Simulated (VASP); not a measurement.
Input of a VASP 6.6.1 run:

Contents of INCAR:

```
PREC     = Accurate       # precision mode
ENCUT    = 520            # plane-wave cutoff, eV
EDIFF    = 1E-7           # SCF threshold, eV
ISMEAR   = 0              # smearing method
SIGMA    = 0.1            # smearing width, eV
LREAL    = Auto         
LASPH    = T              # aspherical terms in the spheres
NELM     = 100            # most SCF steps
ALGO     = Fast           # electronic algorithm
ISIF     = 2              # what is computed and relaxed
LWAVE    = F              # write WAVECAR
LCHARG   = F              # write CHGCAR
LDIPOL   = T            
IDIPOL   = 3            
DIPOL    = 0.5 0.5 0.324
GGA      = PE             # functional
IBRION   = 2              # ionic algorithm
NSW      = 36             # ionic steps
EDIFFG   = -0.025         # ionic threshold
KPAR     = 4
```

Contents of KPOINTS:

```
Automatic mesh
0
Gamma
  5 4 1
```

File POSCAR:

```
Al16Cl
1.0
    5.7135165838      0.0000000000      0.0000000000
    0.0000000000      8.0801326417      0.0000000000
    0.0000000000      0.0000000000     19.7432787023
Al Cl
16 1
Selective dynamics
Direct
    0.2500000000      0.2500000000      0.2026005944  F F F
    0.2500000000      0.7500000000      0.2026005944  F F F
    0.7500000000      0.2500000000      0.2026005944  F F F
    0.7500000000      0.7500000000      0.2026005944  F F F
    0.0000000000      0.0000000000      0.2749482104  F F F
    0.0000000000      0.5000000000      0.2749482104  F F F
    0.5000000000      0.0000000000      0.2749482104  F F F
    0.5000000000      0.5000000000      0.2749482104  F F F
    0.2500000000      0.2500000000      0.3495466405  F F F
    0.2500000000      0.7500000000      0.3495466405  F F F
    0.7500000000      0.2500000000      0.3495466405  F F F
    0.7500000000      0.7500000000      0.3495466405  F F F
    0.0000000000      0.0000000000      0.4175232912  F F F
    0.0000000000      0.5000000000      0.4175232912  F F F
    0.5000000000      0.0000000000      0.4175232912  F F F
    0.5000000000      0.5000000000      0.4175232912  F F F
    0.0000000000      0.0500000000      0.5254480212  F F T
```

Potentials or basis: VASP PAW PBE potentials, release 64 (Al, Cl).

Launch:

```bash
$ cat potpaw_PBE.64/Al/POTCAR potpaw_PBE.64/Cl/POTCAR > POTCAR
$ mpirun -np 4 vasp_std > vasp.out
```

Q: What does it give for the energy gained by relaxing?

A: 0.0 meV/atom.

Q: What does it give for the band gap on the k mesh?

A: Zero (an odd number of electrons rules out a gap without spin polarisation).

The path:
| step | energy change (eV) | largest force on free atoms (eV/Å) | pressure (GPa) |
| --- | --- | --- | --- |
| 1 | 0.0000 | 0.0706 | -0.95 |
| 2 | -0.0002 | 0.0334 | -0.96 |
| 3 | -0.0002 | 0.0172 | -0.96 |

Caveat: an odd number of electrons without spin polarisation forces a metal; a magnetic or distorted state may lie lower.
